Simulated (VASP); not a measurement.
# NaF (Fm-3m) in VASP: further runs

Aim: see how the results for NaF move with the level of theory and the settings. Levels: PBE, HSE06. Tasks: single point.

All numbers are computed with VASP 6.6.1; they aren't measurements. Logs are shortened: lines on timing, memory, paths and dates and some standing lists are left out, and cuts for length are marked.

### Step 1. The cell of the first run

Symmetry: Fm-3m, No. 225, cubic system. The conventional cell has a = 4.594 Å, b = 4.594 Å, c = 4.594 Å, α = 90.00°, β = 90.00°, γ = 90.00°. Within 3.0 Å of Na (site symmetry m-3m) lie 6 F at 2.30 Å. F (site symmetry m-3m) has 6 Na at 2.30 Å within 3.0 Å.

### Step 2. Single point, PBE

INCAR reads:

```
  PREC = Accurate
  ENCUT = 600
  EDIFF = 1E-6
  ISMEAR = 0
  SIGMA = 0.01
  LREAL = False
  LASPH = True
  NELM = 120
  ALGO = Normal
  ISIF = 2
  LWAVE = False
  LCHARG = False
  GGA = PE
  NBANDS = 14
  GGA_COMPAT = False
```

KPOINTS reads:

```
regular mesh
0
Gamma
  4 4 4
```

POSCAR reads:

```
NaF
1.0
    0.0000000000      2.2972417931      2.2972417931
    2.2972417931      0.0000000000      2.2972417931
    2.2972417931      2.2972417931      0.0000000000
Na F
1 1
Direct
    0.0000000000      0.0000000000      0.0000000000
    0.5000000000      0.5000000000      0.5000000000
```

Potentials or basis: VASP PAW PBE potentials, release 64 (Na_pv, F).

Run with:

```sh
$ cat potpaw_PBE.64/Na_pv/POTCAR potpaw_PBE.64/F/POTCAR > POTCAR
$ mpirun -np 1 vasp_std > vasp.out
```

OUTCAR:

```text
PREC = Accurate
   ENCUT = 600
   EDIFF = 1E-6
   ISMEAR = 0
   LREAL = False
   LASPH = True
   NELM = 120
   ISIF = 2
   GGA = PE

 ion  position               nearest neighbor table
   1  0.000  0.000  0.000-   2 2.30   2 2.30   2 2.30   2 2.30   2 2.30   2 2.30
   2  0.500  0.500  0.500-   1 2.30   1 2.30   1 2.30   1 2.30   1 2.30   1 2.30

  LATTYP: Found a face centered cubic cell.
 ALAT       =     4.5944835862

  Lattice vectors:

 A1 = (   0.0000000000,   2.2972417931,   2.2972417931)
 A2 = (   2.2972417931,   0.0000000000,   2.2972417931)
 A3 = (   2.2972417931,   2.2972417931,   0.0000000000)

Analysis of symmetry for initial positions (statically):
=====================================================================
 Subroutine PRICEL returns:
 Original cell was already a primitive cell.

 Routine SETGRP: Setting up the symmetry group for a
 face centered cubic supercell.

 Subroutine GETGRP returns: Found 48 space group operations
 (whereof 48 operations were pure point group operations)
 out of a pool of 48 trial point group operations.

The static configuration has the point symmetry O_h .

Analysis of symmetry for dynamics (positions and initial velocities):
=====================================================================
 Subroutine PRICEL returns:
 Original cell was already a primitive cell.

 Routine SETGRP: Setting up the symmetry group for a
 face centered cubic supercell.

 Subroutine GETGRP returns: Found 48 space group operations
 (whereof 48 operations were pure point group operations)
 out of a pool of 48 trial point group operations.

The dynamic configuration has the point symmetry O_h .

 Subroutine INISYM returns: Found 48 space group operations
 (whereof 48 operations are pure point group operations),
 and found     1 'primitive' translations

----------------------------------------------------------------------------------------

                                     Primitive cell

  volume of cell :      24.2466

  direct lattice vectors                    reciprocal lattice vectors
     0.000000000  2.297241793  2.297241793    -0.217652317  0.217652317  0.217652317
     2.297241793  0.000000000  2.297241793     0.217652317 -0.217652317  0.217652317
     2.297241793  2.297241793  0.000000000     0.217652317  0.217652317 -0.217652317

  length of vectors
     3.248790500  3.248790500  3.248790500     0.376984872  0.376984872  0.376984872

  position of ions in fractional coordinates (direct lattice)
     0.000000000  0.000000000  0.000000000
     0.500000000  0.500000000  0.500000000

  ion indices of the primitive-cell ions
[... 71 lines left out ...]
   EMIN   =  10.00;   EMAX   =-10.00  energy-range for DOS
   EFERMI =   0.00;   METHOD = LEGACY
   ISMEAR =     0;   SIGMA  =   0.01  broadening in eV -4-tet -1-fermi 0-gaus
   EFERMI_NEDOS =   21; number of points for ismear=-14 and -15
   IALGO  =     38    algorithm
   IMIX   =      4    mixing-type and parameters
     AMIX     =   0.40;   BMIX     =  1.00
     AMIX_MAG =   1.60;   BMIX_MAG =  1.00
  volume/ion in A,a.u.               =      12.12        81.81
  Fermi-wavevector in a.u.,A,eV,Ry     =   1.363225  2.576121 25.284819  1.858382
  Thomas-Fermi vector in A             =   2.489646
   LORBIT       =      0    0 simple, 1 ext, 2 COOP (PROOUT), +10 PAW based schemes
   GGA     = PE    functional components
   LHFCALC =     F    Hartree Fock is set to
   AEXX    =    0.0000 exact exchange contribution
   IVDW    =     0    specifies the selected vdW correction
   LEPSILON=     F    determine dielectric tensor
   LRPA    =     F    only Hartree local field effects (RPA)
 non-spin polarized calculation
 Gauss-broadening in eV      SIGMA  =   0.01
  energy-cutoff  :      600.00
  volume of cell :       24.25
 maximum number of plane-waves:       869
 NGX is ok and might be reduce to    28
   NGX = 13   NGY = 13   NGZ = 13

 number of electron      14.0000002 magnetization

 Free energy of the ion-electron system (eV)
  ---------------------------------------------------
  ext. energy  EPLUGINS =         0.00000000
  ---------------------------------------------------
  free energy    TOTEN  =        -8.55096033 eV

  energy without entropy =       -8.55096033  energy(sigma->0) =       -8.55096033

 E-fermi :  -1.8056     XC(G=0):  -9.2779

 val. band max:       -1.9722718219   @ k =   0.0000   0.0000   0.0000
 cond. band min:       4.4699158500   @ k =   0.0000   0.0000   0.0000
 fundamental gap:      6.4421876719
 Fermi energy:        -1.8055699759

 k-point     1 :       0.0000    0.0000    0.0000
  band No.  band energies     occupation
      1     -21.1896      2.00000
      2     -20.8419      2.00000
      3     -20.8419      2.00000
      4     -20.8419      2.00000
      5      -1.9723      2.00000
      6      -1.9723      2.00000
      7      -1.9723      2.00000
      8       4.4699      0.00000
      9      17.1902      0.00000
     10      17.1902      0.00000
     11      17.1902      0.00000
     12      20.1086      0.00000
     13      22.3129      0.00000
     14      22.3129      0.00000
[... 105 lines left out ...]
      1     -21.3808      2.00000
      2     -20.9470      2.00000
      3     -20.9470      2.00000
      4     -20.4003      2.00000
      5      -2.8706      2.00000
      6      -2.8706      2.00000
      7      -2.5659      2.00000
      8      11.4215      0.00000
      9      11.4215      0.00000
     10      13.5183      0.00000
     11      15.2008      0.00000
     12      21.8238      0.00000
     13      21.8238      0.00000
     14      25.2246      0.00000

------------------------ aborting loop because EDIFF is reached ----------------------------------------

  FORCE on cell =-STRESS in cart. coord.  units (eV):
  Direction    XX          YY          ZZ          XY          YZ          ZX
  --------------------------------------------------------------------------------------
  -------------------------------------------------------------------------------------
  Total        0.5158391      0.5158391      0.5158391      0.0000000      0.0000000     -0.0000000
  in kB       34.0858938     34.0858938     34.0858938      0.0000000      0.0000000     -0.0000000
  external PRESSURE =      34.0858938 kB  Pullay stress =       0.0000000 kB

 VOLUME and BASIS-vectors are now :
 -----------------------------------------------------------------------------
  energy-cutoff  :      600.00
  volume of cell :       24.25
      direct lattice vectors                 reciprocal lattice vectors
     0.000000000  2.297241793  2.297241793    -0.217652317  0.217652317  0.217652317
     2.297241793  0.000000000  2.297241793     0.217652317 -0.217652317  0.217652317
     2.297241793  2.297241793  0.000000000     0.217652317  0.217652317 -0.217652317

 POSITION                                       TOTAL-FORCE (eV/Angst)
 -----------------------------------------------------------------------------------
      0.00000      0.00000      0.00000        -0.000000     -0.000000      0.000000
      2.29724      2.29724      2.29724         0.000000      0.000000     -0.000000
 -----------------------------------------------------------------------------------
    total drift:                                0.000000      0.000000      0.000000

  FREE ENERGIE OF THE ION-ELECTRON SYSTEM (eV)
  ---------------------------------------------------
  free  energy   TOTEN  =        -8.5509603251 eV

  energy  without entropy=       -8.5509603251  energy(sigma->0) =       -8.55096033
```

OSZICAR:

```text
N       E                     dE             d eps       ncg     rms          rms(c)
DAV:   1     0.118220330281E+03    0.11822E+03   -0.83206E+03   224   0.137E+03
DAV:   2    -0.296061134984E+01   -0.12118E+03   -0.11291E+03   236   0.384E+02
DAV:   3    -0.939003762676E+01   -0.64294E+01   -0.64180E+01   290   0.791E+01
DAV:   4    -0.944165814387E+01   -0.51621E-01   -0.51619E-01   230   0.726E+00
DAV:   5    -0.944212300083E+01   -0.46486E-03   -0.46486E-03   296   0.729E-01    0.542E+00
DAV:   6    -0.855911790709E+01    0.88301E+00   -0.30162E+00   254   0.150E+01    0.181E+00
DAV:   7    -0.854919880047E+01    0.99191E-02   -0.30334E-02   224   0.209E+00    0.106E+00
DAV:   8    -0.855044534197E+01   -0.12465E-02   -0.28818E-02   236   0.325E+00    0.151E-01
DAV:   9    -0.855101544371E+01   -0.57010E-03   -0.37624E-03   256   0.577E-01    0.114E-01
DAV:  10    -0.855096371487E+01    0.51729E-04   -0.69617E-04   236   0.305E-01    0.144E-02
DAV:  11    -0.855095990640E+01    0.38085E-05   -0.23467E-05   266   0.651E-02    0.293E-03
DAV:  12    -0.855096032511E+01   -0.41870E-06   -0.13382E-06   230   0.126E-02
   1 F= -.85509603E+01 E0= -.85509603E+01  d E =-.541758-124
```

Run time: 2.4 s. Hardware: 1 thread of AMD EPYC 9R45 (Zen 5), shared host; peak memory 0.11 GiB.

What came out:

```yaml
Free_energy: -8.5510 eV
Pressure: 3.4 GPa
Band_gap_on_the_k_mesh: 6.44 eV
```

Levels at points of the mesh, in eV from the valence-band top:
| k point | band 4 | band 5 | band 6 | band 7 | band 8 | band 9 | band 10 | band 11 |
| --- | --- | --- | --- | --- | --- | --- | --- | --- |
| (0.00, 0.00, 0.00) | -18.87 | 0.00 | 0.00 | 0.00 | 6.44 | 19.16 | 19.16 | 19.16 |
| (0.50, 0.00, 0.00) | -18.11 | -1.64 | -0.27 | -0.27 | 10.94 | 12.69 | 20.39 | 20.39 |
| (0.50, 0.50, 0.00) | -18.93 | -1.31 | -0.42 | -0.42 | 13.37 | 13.40 | 13.86 | 20.11 |

Caveat: the k points lie up to 0.59 Å⁻¹ apart.

### Step 3. Single point, PBE

INCAR reads:

```
PREC = Accurate ; ENCUT = 600
EDIFF = 1E-6 ; ISMEAR = 1
SIGMA = 0.5 ; LREAL = False
LASPH = True ; NELM = 120
ALGO = Normal ; ISIF = 2
LWAVE = False ; LCHARG = True
GGA = PE ; LELF = True
LVHAR = True ; NBANDS = 14
GGA_COMPAT = False
```

KPOINTS reads:

```
regular mesh
0
Gamma
  6 6 6
```

POSCAR is that of step 2.

Potentials or basis: VASP PAW PBE potentials, release 64 (Na_pv, F).

Run with:

```sh
$ cat potpaw_PBE.64/Na_pv/POTCAR potpaw_PBE.64/F/POTCAR > POTCAR
$ mpirun -np 1 vasp_std > vasp.out
```

Run time: 4.3 s. Hardware: 1 thread of AMD EPYC 9R45 (Zen 5), shared host; peak memory 0.12 GiB.

The run converged. Its results:

```yaml
Free_energy: -8.5107 eV
Pressure: 3.2 GPa
Band_gap_on_the_k_mesh: 6.45 eV
```

Levels at points of the mesh, in eV from the valence-band top:
```tsv
k point	band 5	band 6	band 7	band 8	band 9	band 10
(0.00, 0.00, 0.00)	0.00	0.00	0.00	6.45	19.17	19.17
(0.50, 0.00, 0.00)	-1.64	-0.27	-0.27	10.96	12.70	20.41
(0.50, 0.50, 0.00)	-1.31	-0.42	-0.42	13.38	13.41	13.88
```

Caveat: the cell stands under pressure.

### Step 4. Single point, PBE

INCAR reads:

```
ALGO = Normal
EDIFF = 1E-6
ENCUT = 600
GGA = PE
GGA_COMPAT = F
ISIF = 2
ISMEAR = 1
LASPH = T
LCHARG = T
LELF = T
LREAL = F
LVHAR = T
LWAVE = F
NBANDS = 14
NELM = 120
PREC = Accurate
SIGMA = 0.2
```

KPOINTS reads:

```
k-points
0
Gamma
  6 6 6
```

POSCAR is that of step 3.

Run with:

```sh
$ cat potpaw_PBE.64/Na_pv/POTCAR potpaw_PBE.64/F/POTCAR > POTCAR
$ mpirun -np 1 vasp_std > vasp.out
```

Wall time 4.2 s (1 thread of AMD EPYC 9R45 (Zen 5), shared host); peak memory 0.12 GiB.

Results (log left out):

```
Free energy            : -8.5468 eV
Pressure               : 3.3 GPa
Band gap on the k mesh : 6.45 eV
```

Levels at points of the mesh, in eV from the valence-band top:
| k point | band 5 | band 6 | band 7 | band 8 | band 9 | band 10 |
| --- | --- | --- | --- | --- | --- | --- |
| (0.00, 0.00, 0.00) | 0.00 | 0.00 | 0.00 | 6.45 | 19.17 | 19.17 |
| (0.50, 0.00, 0.00) | -1.64 | -0.27 | -0.27 | 10.95 | 12.69 | 20.40 |
| (0.50, 0.50, 0.00) | -1.31 | -0.42 | -0.42 | 13.37 | 13.40 | 13.87 |

Caveat: the cell stands under pressure. As with any semilocal functional, this PBE gap is likely too small.

### Step 5. Single point, PBE

INCAR reads:

```
PREC     = Accurate       # precision mode
ENCUT    = 600            # plane-wave cutoff, eV
EDIFF    = 1E-6           # SCF threshold, eV
ISMEAR   = 1              # smearing method
SIGMA    = 0.001          # smearing width, eV
LREAL    = False          # projectors in reciprocal space
LASPH    = True           # aspherical terms in the spheres
NELM     = 120            # most SCF steps
ALGO     = Normal         # electronic algorithm
ISIF     = 2              # what is computed and relaxed
LWAVE    = False          # write WAVECAR
LCHARG   = False          # write CHGCAR
GGA      = PE             # functional
NBANDS   = 14             # bands
GGA_COMPAT= False
```

KPOINTS reads:

```
regular mesh
0
Gamma
  6 6 6
```

POSCAR is that of step 4.

Run with:

```sh
$ cat potpaw_PBE.64/Na_pv/POTCAR potpaw_PBE.64/F/POTCAR > POTCAR
$ mpirun -np 1 vasp_std > vasp.out
```

Run time: 3.7 s. Hardware: 1 thread of AMD EPYC 9R45 (Zen 5), shared host; peak memory 0.12 GiB.

The run converged. Its results:

```yaml
Free_energy: -8.5514 eV
Pressure: 3.4 GPa
Band_gap_on_the_k_mesh: 6.44 eV
```

Levels at points of the mesh, in eV from the valence-band top:
```csv
k point,band 3,band 4,band 5,band 6,band 7,band 8,band 9,band 10,band 11,band 12
"(0.00, 0.00, 0.00)",-18.87,-18.87,0.00,0.00,0.00,6.44,19.16,19.16,19.16,22.08
"(0.50, 0.00, 0.00)",-18.88,-18.11,-1.64,-0.27,-0.27,10.94,12.69,20.39,20.39,23.23
"(0.50, 0.50, 0.00)",-18.93,-18.93,-1.31,-0.42,-0.42,13.37,13.40,13.86,20.11,20.11
```

Caveat: the cell stands under pressure. Expect the measured gap to be larger: semilocal functionals such as PBE lack the derivative discontinuity.

### Step 6. Single point, HSE06

POSCAR is that of step 5.

INCAR.step1 reads:

```
PREC = Accurate
ENCUT = 520
EDIFF = 1E-5
ISMEAR = 0
SIGMA = 0.01
LREAL = F
LASPH = T
NELM = 120
ALGO = Normal
ISIF = 2
LWAVE = T
LCHARG = F
GGA = PE
NBANDS = 14
GGA_COMPAT = F
```

INCAR.step2 reads:

```
PREC = Accurate
ENCUT = 520
EDIFF = 1E-6
ISMEAR = 0
SIGMA = 0.01
LREAL = F
LASPH = T
NELM = 120
ALGO = Normal
ISIF = 2
LWAVE = F
LCHARG = F
GGA = PE
LHFCALC = T
HFSCREEN = 0.2079
PRECFOCK = Normal
ISTART = 1
NBANDS = 14
GGA_COMPAT = F
```

KPOINTS reads:

```
Automatic mesh
0
Gamma
  4 4 4
```

Potentials or basis: VASP PAW PBE potentials, release 64 (Na_pv, F).

Run with:

```sh
$ cat potpaw_PBE.64/Na_pv/POTCAR potpaw_PBE.64/F/POTCAR > POTCAR
$ cp INCAR.step1 INCAR
$ mpirun -np 1 vasp_std > vasp.out
$ cp INCAR.step2 INCAR
$ mpirun -np 1 vasp_std > vasp.out
```

Wall time 63 s (1 thread of AMD EPYC 9R45 (Zen 5), shared host); peak memory 0.2 GiB.

It converged, with:

```
Free energy            : -10.3085 eV
Pressure               : 1.6 GPa
Band gap on the k mesh : 8.61 eV
```

Levels at points of the mesh, in eV from the valence-band top:
```tsv
k point	band 5	band 6	band 7	band 8	band 9	band 10
(0.00, 0.00, 0.00)	0.00	0.00	0.00	8.61	21.56	21.56
(0.50, 0.00, 0.00)	-1.68	-0.28	-0.28	13.17	15.07	22.85
(0.50, 0.50, 0.00)	-1.36	-0.44	-0.44	15.59	15.74	16.25
```

Caveat: the k points lie up to 0.59 Å⁻¹ apart; the PAW data sets were made with another functional, which shifts forces and pressure a little.

### Step 7. The runs side by side

```csv
level,k mesh,cutoff (eV),smearing,grid for exact exchange (PRECFOCK),share of exact exchange,screening parameter,gap on the mesh (eV),pressure (GPa)
PBE,4 × 4 × 4,600,gaussian 0.01 eV,-,-,-,6.44,3.4
PBE,6 × 6 × 6,600,methfessel-paxton 0.5 eV,-,-,-,6.45,3.2
PBE,6 × 6 × 6,600,methfessel-paxton 0.2 eV,-,-,-,6.45,3.3
PBE,6 × 6 × 6,600,methfessel-paxton 0.001 eV,-,-,-,6.44,3.4
HSE06,4 × 4 × 4,520,gaussian 0.01 eV,Normal,0.25,0.2079 1/Å,8.61,1.6
```

Alike in all rows: task single point; potentials or basis VASP PAW PBE potentials, release 64 (Na_pv, F); no spin polarisation; cell as given.

Caveats: some runs use coarse meshes; the cell stands under pressure (at least some runs); the PAW data sets were made with another functional, which shifts forces and pressure a little (at least some runs).

Total energies depend on the potentials used, so only differences within one code and one set of settings carry meaning.
